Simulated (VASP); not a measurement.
TiTe2, 3 atoms in the cell. It takes space group P-3m1 (No. 164, trigonal). The conventional cell has a = 3.777 Å, b = 3.777 Å, c = 6.498 Å, α = 90.00°, β = 90.00°, γ = 120.00°. Within 3.8 Å of Te (site symmetry 3m) lie 3 Ti at 2.77 Å and 9 Te at 3.78 Å. Within 3.8 Å of Ti (site symmetry -3m) lie 6 Te at 2.77 Å and 6 Ti at 3.78 Å. 

```yaml
Program: VASP 6.6.1
Task: single point
Functional: B3LYP
Potentials_or_basis: VASP PAW PBE potentials, release 64 (Te, Ti_sv)
Cutoff: 520 eV
k_mesh: 4 × 4 × 2
Occupations: fermi-dirac, width 0.05 eV
Spin: no spin polarisation
Dipole_correction: no
Grid_for_exact_exchange_PRECFOCK: Normal
Further_INCAR_settings: ALGO = Normal; EDIFF = 1e-06; NBANDS = 19
Share_of_exact_exchange: 0.2
```

Potentials or basis: VASP PAW PBE potentials, release 64 (Te, Ti_sv).

Run with:

```console
$ cat potpaw_PBE.64/Te/POTCAR potpaw_PBE.64/Ti_sv/POTCAR > POTCAR
$ cp INCAR.step1 INCAR
$ mpirun -np 1 vasp_std > vasp.out
$ cp INCAR.step2 INCAR
$ mpirun -np 1 vasp_std > vasp.out
```

Hardware: 1 thread of Intel(R) Xeon(R) 6975P-C (Granite Rapids) (shared host).

Q: How long does it take, and how much memory?

A: It took 5.7 min on 1 thread of Intel(R) Xeon(R) 6975P-C (Granite Rapids), on a shared host, peak memory 0.21 GiB. Counts: k points 8.
